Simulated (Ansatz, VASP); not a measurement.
# SiO2: VASP beside Ansatz

File POSCAR:

```
SiO2
1.0
    4.9078874864      0.0000000000      0.0000000000
   -2.4539437432      4.2503552421      0.0000000000
    0.0000000000      0.0000000000      5.5410855913
Si O
3 6
Direct
    0.0000000000      0.5000000000      0.3333333333
    0.5000000000      0.5000000000      0.6666666667
    0.5000000000      0.0000000000      0.0000000000
    0.5834989524      0.7917494762      0.8333333333
    0.7917494762      0.5834989524      0.5000000000
    0.7917494762      0.2082505238      0.1666666667
    0.4165010476      0.2082505238      0.8333333333
    0.2082505238      0.4165010476      0.5000000000
    0.2082505238      0.7917494762      0.1666666667
```

INCAR.step1

```
  PREC = Accurate
  ENCUT = 520
  ISMEAR = 0
  SIGMA = 0.05
  LREAL = False
  LASPH = True
  NELM = 80
  NBANDS = 34
  GGA = PE
  ALGO = Normal
  EDIFF = 1E-4
  LWAVE = True
  LCHARG = False
```

The input INCAR.step2:

```
  PREC = Accurate
  ENCUT = 520
  EDIFF = 1E-6
  ISMEAR = 0
  SIGMA = 0.05
  LREAL = False
  LASPH = True
  NELM = 80
  ALGO = Normal
  ISIF = 2
  LWAVE = False
  LCHARG = False
  METAGGA = R2SCAN
  LMIXTAU = True
  NBANDS = 34
  ISTART = 1
```

Contents of KPOINTS:

```
regular mesh
0
Gamma
  6 6 4
```

Input for Ansatz:

```yaml
crystal:
  lattice:
    - [4.9078874864, 0.0, 0.0]
    - [-2.4539437432, 4.2503552421, 0.0]
    - [0.0, 0.0, 5.5410855913]
  atoms:
    - { symbol: Si, position: [0.0, 0.5, 0.3333333333] }
    - { symbol: Si, position: [0.5, 0.5, 0.6666666667] }
    - { symbol: Si, position: [0.5, 0.0, 0.0] }
    - { symbol: O, position: [0.5834989524, 0.7917494762, 0.8333333333] }
    - { symbol: O, position: [0.7917494762, 0.5834989524, 0.5] }
    - { symbol: O, position: [0.7917494762, 0.2082505238, 0.1666666667] }
    - { symbol: O, position: [0.4165010476, 0.2082505238, 0.8333333333] }
    - { symbol: O, position: [0.2082505238, 0.4165010476, 0.5] }
    - { symbol: O, position: [0.2082505238, 0.7917494762, 0.1666666667] }
basis:
  ecutwfc: 500
kpoints:
  mp_grid: { grid: [6, 6, 4] }
hamiltonian:
  xc: r2scan
scf:
  occupations: { method: gaussian, width: 0.05 }
output:
  forces: true
  stress: true
  eigenvalues: true
```

Change from the starting cell: strain -0.0300 x Voigt [1, 1, 0, 0, 0, 0], atoms carried along.

Alike in both runs: task single point; functional r2SCAN; k mesh 6 × 6 × 4; occupations gaussian, width 0.05 eV; no spin polarisation.

|  | VASP | Ansatz |
| --- | --- | --- |
| version | VASP 6.6.1 | Ansatz 0.2.0 |
| potentials or method | VASP PAW PBE potentials, release 64 (Si, O), cutoff 520 eV | scalar-relativistic, plane waves, PAW |
| valence electrons in the cell | 48 | 48 |

```tsv
	VASP	Ansatz	Ansatz less VASP
gap on the k mesh at the Fermi level (eV)	6.53	6.53	+0.004
least direct gap on the mesh (eV)	6.68	6.68	+0.002
pressure (GPa)	13.1	12.9	-0.21
traceless stress, the component that is largest in VASP (GPa)	-1.21	-1.26	-0.050
rms of the force components (eV/Å)	0.263	0.269	+0.0059
```

VASP's potentials were made for PBE, not for r2SCAN. Atom by atom the forces differ by 0.006 eV/Å (rms over components).
